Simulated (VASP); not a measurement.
A run of VASP 6.6.1 is set up as follows.

File INCAR:

```
PREC = Accurate ; ENCUT = 520
EDIFF = 1E-6 ; ISMEAR = 0
SIGMA = 0.15 ; LREAL = False
LASPH = True ; NELM = 60
ALGO = Fast ; ISIF = 2
LWAVE = False ; LCHARG = True
GGA = PS ; LELF = True
LVHAR = True ; NBANDS = 19
```

The input KPOINTS:

```
Automatic mesh
0
Gamma
  18 18 10
```

The input POSCAR:

```
Zr
1.0
    3.1350382758      0.0000000000      0.0000000000
   -1.5675191379      2.7150227887      0.0000000000
    0.0000000000      0.0000000000      4.9925900000
Zr
2
Direct
    0.3333333333      0.6666666667      0.2500000000
    0.6666666667      0.3333333333      0.7500000000
```

Potentials or basis: VASP PAW PBE potentials, release 64 (Zr_sv).

Command:

```bash
$ cat potpaw_PBE.64/Zr_sv/POTCAR > POTCAR
$ mpirun -np 1 vasp_std > vasp.out
```

Q: Estimate the band gap on the k mesh.

A: Zero (bands 12 and 13 overlap by 1.25 eV).

Q: Estimate the pressure.

A: 6.2 GPa.

Stress tensor (GPa, compression positive):
```
5.66 0.00 0.00
0.00 5.66 0.00
0.00 0.00 7.18
```

Caveat: the cell differs from its parent crystal (strain -0.030 along x and y, -0.030 along z); the cell stands under pressure; the PAW data sets were made with another functional, which shifts forces and pressure a little.
